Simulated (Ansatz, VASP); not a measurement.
**Two plane-wave programs on V**

```
CELL_PARAMETERS angstrom
2.16835 -4.44716 0.00000
2.16835 4.44716 0.00000
0.00000 0.00000 2.89361
ATOMIC_POSITIONS crystal
V 0.13715 0.86285 0.00000
V 0.63715 0.36285 0.50000
V 0.86285 0.13715 0.00000
V 0.36285 0.63715 0.50000
```

Alike in both runs: functional PBE; k mesh 6 × 6 × 4; occupations gaussian, width 0.1 eV; no spin polarisation.

Ansatz relaxed the structure, and its values are those at the end. VASP's run is a single point on that final structure, the one shown.

|  | VASP | Ansatz |
| --- | --- | --- |
| version | VASP 6.6.1 | Ansatz 0.2.0 |
| potentials or method | VASP PAW PBE potentials, release 64 (V_sv), cutoff 520 eV | scalar-relativistic, plane waves, PAW |
| valence electrons in the cell | 52 | 52 |

```csv
,VASP,Ansatz,Ansatz less VASP
gap on the k mesh at the Fermi level (eV),none,none,-
pressure (GPa),0.3,0.0,-0.26
rms of the force components (eV/Å),0.024,0.018,-0.0061
```

A gap of «none» marks a metal or a gap that the smearing closes.

The k mesh is coarse, so the values compare programs but aren't converged.
